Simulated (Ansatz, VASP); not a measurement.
## P in VASP and in Ansatz

```xyz
4
Lattice="3.2844 0.0000 0.0000 0.0000 34.8747 0.0000 0.0000 0.0000 4.4369" Properties=species:S:1:pos:R:3 pbc="T T T"
P    -0.0750   33.8176    2.5850
P     0.0000    1.0571    1.8519
P     1.6422    1.0571    0.3666
P     1.6422   33.8176    4.0703
```

Alike in both runs: task single point; functional PBEsol; k mesh 8 × 1 × 6; occupations gaussian, width 0.05 eV; no spin polarisation.

|  | VASP | Ansatz |
| --- | --- | --- |
| version | VASP 6.6.1 | Ansatz 0.2.0 |
| potentials or method | VASP PAW PBE potentials, release 64 (P), cutoff 520 eV | scalar-relativistic, plane waves, PAW |
| valence electrons in the cell | 20 | 20 |

```tsv
	VASP	Ansatz	Ansatz less VASP
gap on the k mesh at the Fermi level (eV)	0.71	0.69	-0.015
least direct gap on the mesh (eV)	0.71	0.69	-0.015
rms of the force components (eV/Å)	0.322	0.323	+0.0009
```

VASP's potentials were made for PBE, not for PBEsol. Atom by atom the forces differ by 0.013 eV/Å (rms over components).
